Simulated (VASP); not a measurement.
# Sr2SO (P4/mmm) in VASP: a series of runs

The runs below take Sr2SO through single point, with LDA.

Program: VASP 6.6.1. These are calculated values, not measurements. Logs are shortened: lines on timing, memory, paths and dates and some standing lists are left out, and cuts for length are marked.

### Step 1. The cell of the first run

The structure is tetragonal, space group P4/mmm (No. 123). Conventional cell: a = 3.841 Å, b = 3.841 Å, c = 5.718 Å, α = 90.00°, β = 90.00°, γ = 90.00°. Sr (site symmetry 4/mmm) has 4 O at 2.72 Å and 2 S at 2.86 Å within 3.6 Å. Within 3.6 Å of Sr (site symmetry 4/mmm) lie 4 S at 2.72 Å and 2 O at 2.86 Å. Within 3.6 Å of S (site symmetry 4/mmm) lie 6 Sr at 2.72 to 2.86 Å. O (site symmetry 4/mmm) has 6 Sr at 2.72 to 2.86 Å within 3.6 Å.

### Step 2. Single point, LDA (strain -0.050 along x and y, +0.000 along z)

Contents of INCAR:

```
SYSTEM = Sr2SO
ALGO = Normal
EDIFF = 1E-6
ENCUT = 520
GGA = CA
ISIF = 2
ISMEAR = 0
LASPH = .True.
LCHARG = .True.
LELF = .True.
LREAL = .False.
LVHAR = .True.
LWAVE = .False.
NBANDS = 24
NELM = 60
PREC = Accurate
SIGMA = 0.05
```

Contents of KPOINTS:

```
k-points
0
Gamma
  8 8 6
  0 0 0
```

Contents of POSCAR:

```
Sr2SO
1.0
    3.8410751500      0.0000000000      0.0000000000
    0.0000000000      3.8410751500      0.0000000000
    0.0000000000      0.0000000000      5.7180000000
Sr S O
2 1 1
Direct
    0.0000000000      0.0000000000      0.0000000000
    0.5000000000      0.5000000000      0.5000000000
    0.0000000000      0.0000000000      0.5000000000
    0.5000000000      0.5000000000      0.0000000000
```

Potentials or basis: VASP PAW LDA potentials, release 64 (Sr_sv, S, O).

On the command line:

```
cat potpaw_LDA.64/Sr_sv/POTCAR potpaw_LDA.64/S/POTCAR potpaw_LDA.64/O/POTCAR > POTCAR
mpirun -np 1 vasp_std > vasp.out
```

OUTCAR:

```text
SYSTEM = Sr2SO
   EDIFF = 1E-6
   ENCUT = 520
   GGA = CA
   ISIF = 2
   ISMEAR = 0
   LASPH = .True.
   LREAL = .False.
   NELM = 60
   PREC = Accurate

 ion  position               nearest neighbor table
   1  0.000  0.000  0.000-   4 2.72   4 2.72   4 2.72   4 2.72   3 2.86   3 2.86   2 3.94   2 3.94
                             2 3.94   2 3.94   2 3.94   2 3.94   2 3.94   2 3.94
   2  0.500  0.500  0.500-   3 2.72   3 2.72   3 2.72   3 2.72   4 2.86   4 2.86   1 3.94   1 3.94
                             1 3.94   1 3.94   1 3.94   1 3.94   1 3.94   1 3.94
   3  0.000  0.000  0.500-   2 2.72   2 2.72   2 2.72   2 2.72   1 2.86   1 2.86
   4  0.500  0.500  0.000-   1 2.72   1 2.72   1 2.72   1 2.72   2 2.86   2 2.86

  LATTYP: Found a simple tetragonal cell.
 ALAT       =     3.8410751500
 C/A-ratio  =     1.4886456986

  Lattice vectors:

 A1 = (   3.8410751500,   0.0000000000,   0.0000000000)
 A2 = (   0.0000000000,   3.8410751500,   0.0000000000)
 A3 = (   0.0000000000,   0.0000000000,   5.7180000000)

Analysis of symmetry for initial positions (statically):
=====================================================================
 Subroutine PRICEL returns:
 Original cell was already a primitive cell.

 Routine SETGRP: Setting up the symmetry group for a
 simple tetragonal supercell.

 Subroutine GETGRP returns: Found 16 space group operations
 (whereof 16 operations were pure point group operations)
 out of a pool of 16 trial point group operations.

The static configuration has the point symmetry D_4h.

Analysis of symmetry for dynamics (positions and initial velocities):
=====================================================================
 Subroutine PRICEL returns:
 Original cell was already a primitive cell.

 Routine SETGRP: Setting up the symmetry group for a
 simple tetragonal supercell.

 Subroutine GETGRP returns: Found 16 space group operations
 (whereof 16 operations were pure point group operations)
 out of a pool of 16 trial point group operations.

The dynamic configuration has the point symmetry D_4h.

 Subroutine INISYM returns: Found 16 space group operations
 (whereof 16 operations are pure point group operations),
 and found     1 'primitive' translations

----------------------------------------------------------------------------------------

                                     Primitive cell

  volume of cell :      84.3626

  direct lattice vectors                    reciprocal lattice vectors
     3.841075150  0.000000000  0.000000000     0.260343774  0.000000000  0.000000000
     0.000000000  3.841075150  0.000000000     0.000000000  0.260343774  0.000000000
     0.000000000  0.000000000  5.718000000     0.000000000  0.000000000  0.174886324

  length of vectors
     3.841075150  3.841075150  5.718000000     0.260343774  0.260343774  0.174886324

  position of ions in fractional coordinates (direct lattice)
     0.000000000  0.000000000  0.000000000
     0.500000000  0.500000000  0.500000000
     0.000000000  0.000000000  0.500000000
     0.500000000  0.500000000  0.000000000

  ion indices of the primitive-cell ions
   primitive index   ion index
                 1           1
                 2           2
                 3           3
                 4           4

----------------------------------------------------------------------------------------

 KPOINTS: k-points

Automatic generation of k-mesh.
 Grid dimensions read from file:
 generate k-points for:    8    8    6

 Generating k-lattice:

  Cartesian coordinates                     Fractional coordinates (reciprocal lattice)
     0.032542972  0.000000000  0.000000000     0.125000000  0.000000000  0.000000000
     0.000000000  0.032542972  0.000000000     0.000000000  0.125000000  0.000000000
     0.000000000  0.000000000  0.029147721     0.000000000  0.000000000  0.166666667

  Length of vectors
     0.032542972  0.032542972  0.029147721

  Shift w.r.t. Gamma in fractional coordinates (k-lattice)
     0.000000000  0.000000000  0.000000000

 Subroutine IBZKPT returns following result:
 ===========================================

 Found     60 irreducible k-points:

 Following reciprocal coordinates:
            Coordinates               Weight
  0.000000  0.000000  0.000000      1.000000
  0.125000  0.000000  0.000000      4.000000
  0.250000  0.000000  0.000000      4.000000
  0.375000  0.000000  0.000000      4.000000
  0.500000  0.000000  0.000000      2.000000
  0.125000  0.125000  0.000000      4.000000
[... 16 lines left out ...]
  0.375000  0.125000  0.166667     16.000000
  0.500000  0.125000  0.166667      8.000000
 [... further k-points ...]
   k-points           NKPTS =     60   k-points in BZ     NKDIM =     60   number of bands    NBANDS=     24
   number of dos      NEDOS =    301   number of ions     NIONS =      4
   total plane-waves  NPLWV =  43200
   dimension x,y,z NGX =    30 NGY =   30 NGZ =   48
   dimension x,y,z NGXF=    60 NGYF=   60 NGZF=   96
   ions per type =               2   1   1
   NGX,Y,Z   is equivalent  to a cutoff of  12.98, 12.98, 13.96 a.u.
   NGXF,Y,Z  is equivalent  to a cutoff of  25.97, 25.97, 27.91 a.u.
 SYSTEM =  Sr2SO
   PREC   = accura    normal or accurate (medium, high low for compatibility)
   ISTART =      0    job   : 0-new  1-cont  2-samecut
   ICHARG =      2    charge: 1-file 2-atom 10-const
   ISPIN  =      1    spin polarized calculation?
   LNONCOLLINEAR =      F non collinear calculations
   LSORBIT =      F    spin-orbit coupling
   LASPH  =      T    aspherical Exc in radial PAW
   ENCUT  =  520.0 eV  38.22 Ry    6.18 a.u.   7.14  7.14 10.63*2*pi/ulx,y,z
   NELM   =     60;   NELMIN=  2; NELMDL= -5     # of ELM steps
   EDIFF  = 0.1E-05   stopping-criterion for ELM
   LREAL  =      F    real-space projection
   EDIFFG = 0.1E-04   stopping-criterion for IOM
   NSW    =      0    number of steps for IOM
   IBRION =     -1    ionic relax: 0-MD 1-quasi-New 2-CG
   NFREE  =      0    steps in history (QN), initial steepest desc. (CG)
   ISIF   =      2    stress and relaxation
   ISYM   =      2    0-nonsym 1-usesym 2-fastsym
   POTIM  = 0.5000    time-step for ionic-motion
   TEBEG  =    0.0;   TEEND  =   0.0 temperature during run
   PSTRESS=    0.0 pullay stress
   NELECT =      32.0000    total number of electrons
   NUPDOWN=      -1.0000    fix difference up-down
   EMIN   =  10.00;   EMAX   =-10.00  energy-range for DOS
   EFERMI =   0.00;   METHOD = LEGACY
   ISMEAR =     0;   SIGMA  =   0.05  broadening in eV -4-tet -1-fermi 0-gaus
   EFERMI_NEDOS =   21; number of points for ismear=-14 and -15
   IALGO  =     38    algorithm
   IMIX   =      4    mixing-type and parameters
     AMIX     =   0.40;   BMIX     =  1.00
     AMIX_MAG =   1.60;   BMIX_MAG =  1.00
  volume/ion in A,a.u.               =      21.09       142.33
  Fermi-wavevector in a.u.,A,eV,Ry     =   1.185063  2.239445 19.107684  1.404375
  Thomas-Fermi vector in A             =   2.321265
   LORBIT       =      0    0 simple, 1 ext, 2 COOP (PROOUT), +10 PAW based schemes
   GGA     = CA    functional components
   LHFCALC =     F    Hartree Fock is set to
   AEXX    =    0.0000 exact exchange contribution
   IVDW    =     0    specifies the selected vdW correction
   LEPSILON=     F    determine dielectric tensor
   LRPA    =     F    only Hartree local field effects (RPA)
 non-spin polarized calculation
 Gauss-broadening in eV      SIGMA  =   0.05
  energy-cutoff  :      520.00
  volume of cell :       84.36
 maximum number of plane-waves:      2304
 NGX is ok and might be reduce to    30
   NGX = 15   NGY = 15   NGZ = 21

 number of electron      32.0000003 magnetization

 Free energy of the ion-electron system (eV)
  ---------------------------------------------------
  ext. energy  EPLUGINS =         0.00000000
  ---------------------------------------------------
  free energy    TOTEN  =       -23.34859085 eV

  energy without entropy =      -23.34859085  energy(sigma->0) =      -23.34859085

 E-fermi :   2.3352     XC(G=0):  -9.9945

 val. band max:        2.0514608798   @ k =   0.0000   0.0000   0.0000
 cond. band min:       3.9985830671   @ k =   0.0000   0.0000   0.0000
 fundamental gap:      1.9471221873
 Fermi energy:         2.3351805609

 k-point     1 :       0.0000    0.0000    0.0000
  band No.  band energies     occupation
      1     -30.7795      2.00000
      2     -30.6975      2.00000
      3     -13.3510      2.00000
      4     -12.9897      2.00000
      5     -12.9897      2.00000
      6     -12.7285      2.00000
[... 16 lines left out ...]
     23       7.7602      0.00000
     24       9.6935      0.00000

 k-point     2 :       0.1250    0.0000    0.0000
  band No.  band energies     occupation
      1     -30.7735      2.00000
      2     -30.6957      2.00000
      3     -13.3264      2.00000
      4     -13.1464      2.00000
      5     -13.0128      2.00000
      6     -12.9729      2.00000
[... 16 lines left out ...]
     23       8.3425      0.00000
     24      10.0796      0.00000

 k-point     3 :       0.2500    0.0000    0.0000
  band No.  band energies     occupation
      1     -30.7585      2.00000
      2     -30.6918      2.00000
      3     -13.4572      2.00000
      4     -13.3859      2.00000
      5     -13.2603      2.00000
      6     -12.9306      2.00000
[... 16 lines left out ...]
     23       9.3048      0.00000
     24       9.7987      0.00000
[... 514 lines left out ...]
 k-point    23 :       0.3750    0.1250    0.1667
  band No.  band energies     occupation
      1     -30.7378      2.00000
      2     -30.6864      2.00000
      3     -13.7107      2.00000
      4     -13.6772      2.00000
      5     -13.1053      2.00000
      6     -12.9594      2.00000
[... 16 lines left out ...]
     23       9.5315      0.00000
     24      10.3110      0.00000

 k-point    24 :       0.5000    0.1250    0.1667
  band No.  band energies     occupation
      1     -30.7319      2.00000
      2     -30.6846      2.00000
      3     -13.7935      2.00000
      4     -13.7566      2.00000
      5     -13.0747      2.00000
      6     -12.9398      2.00000
[... 16 lines left out ...]
     23       9.8434      0.00000
     24      10.0211      0.00000

 [... further k-points ...]

------------------------ aborting loop because EDIFF is reached ----------------------------------------

  FORCE on cell =-STRESS in cart. coord.  units (eV):
  Direction    XX          YY          ZZ          XY          YZ          ZX
  --------------------------------------------------------------------------------------
  -------------------------------------------------------------------------------------
  Total        2.5019016      2.5019016     -1.1120356      0.0000000      0.0000000      0.0000000
  in kB       47.5150347     47.5150347    -21.1192998      0.0000000      0.0000000      0.0000000
  external PRESSURE =      24.6369232 kB  Pullay stress =       0.0000000 kB

 VOLUME and BASIS-vectors are now :
 -----------------------------------------------------------------------------
  energy-cutoff  :      520.00
  volume of cell :       84.36
      direct lattice vectors                 reciprocal lattice vectors
     3.841075150  0.000000000  0.000000000     0.260343774  0.000000000  0.000000000
     0.000000000  3.841075150  0.000000000     0.000000000  0.260343774  0.000000000
     0.000000000  0.000000000  5.718000000     0.000000000  0.000000000  0.174886324

 POSITION                                       TOTAL-FORCE (eV/Angst)
 -----------------------------------------------------------------------------------
      0.00000      0.00000      0.00000         0.000000      0.000000      0.000000
      1.92054      1.92054      2.85900         0.000000      0.000000      0.000000
      0.00000      0.00000      2.85900         0.000000      0.000000      0.000000
      1.92054      1.92054      0.00000         0.000000      0.000000      0.000000
 -----------------------------------------------------------------------------------
    total drift:                                0.000000      0.000000     -0.000000

  FREE ENERGIE OF THE ION-ELECTRON SYSTEM (eV)
  ---------------------------------------------------
  free  energy   TOTEN  =       -23.3485908533 eV

  energy  without entropy=      -23.3485908533  energy(sigma->0) =      -23.34859085
```

It took 61 s on 1 thread of AMD EPYC 9R45 (Zen 5), shared host; peak memory 0.22 GiB.

Results:

| Property | Result |
| --- | --- |
| Free energy | -23.3486 eV |
| Pressure | 2.5 GPa |
| Band gap on the k mesh | 1.95 eV, direct |

Caveat: the cell differs from its parent crystal (strain -0.050 along x and y, +0.000 along z). A k mesh can miss the band edges.

### Step 3. Single point, LDA (strain +0.050 along x and y, -0.050 along z)

Contents of INCAR:

```
ALGO = Normal
EDIFF = 1E-6
ENCUT = 520
GGA = CA
ISIF = 2
ISMEAR = 0
LASPH = True
LCHARG = False
LREAL = False
LWAVE = False
NBANDS = 24
NELM = 80
PREC = Accurate
SIGMA = 0.05
```

Contents of KPOINTS:

```
k-points
0
Gamma
  8 8 6
```

Contents of POSCAR:

```
Sr2SO
1.0
    4.2453988500      0.0000000000      0.0000000000
    0.0000000000      4.2453988500      0.0000000000
    0.0000000000      0.0000000000      5.4321000000
Sr S O
2 1 1
Direct
    0.0000000000      0.0000000000      0.0000000000
    0.5000000000      0.5000000000      0.5000000000
    0.0000000000      0.0000000000      0.5000000000
    0.5000000000      0.5000000000      0.0000000000
```

Potentials or basis: VASP PAW LDA potentials, release 64 (Sr_sv, S, O).

On the command line:

```
cat potpaw_LDA.64/Sr_sv/POTCAR potpaw_LDA.64/S/POTCAR potpaw_LDA.64/O/POTCAR > POTCAR
mpirun -np 1 vasp_std > vasp.out
```

Wall time 63 s (1 thread of AMD EPYC 9R45 (Zen 5), shared host); peak memory 0.23 GiB.

Results (log left out):

```
Free energy            : -23.0079 eV
Pressure               : -5.2 GPa
Band gap on the k mesh : 2.04 eV, direct
```

Stress tensor (GPa, compression positive):
```
-8.13  0.00  0.00
 0.00 -8.13  0.00
 0.00  0.00  0.60
```

Levels at points of the mesh, in eV from the valence-band top:
| k point | band 14 | band 15 | band 16 | band 17 | band 18 | band 19 |
| --- | --- | --- | --- | --- | --- | --- |
| (0.00, 0.00, 0.00) | -0.13 | -0.13 | 0.00 | 2.04 | 2.31 | 4.18 |
| (0.50, 0.00, 0.00) | -0.93 | -0.58 | -0.35 | 3.98 | 4.76 | 5.35 |
| (0.50, 0.50, 0.00) | -0.36 | -0.36 | -0.14 | 2.35 | 2.35 | 4.78 |
| (0.00, 0.00, 0.50) | -1.05 | -0.31 | -0.31 | 2.61 | 3.48 | 3.81 |
| (0.50, 0.00, 0.50) | -1.02 | -0.89 | -0.68 | 4.91 | 4.98 | 5.67 |
| (0.50, 0.50, 0.50) | -0.94 | -0.75 | -0.75 | 4.37 | 4.37 | 5.86 |

Caveat: the cell differs from its parent crystal (strain +0.050 along x and y, -0.050 along z).
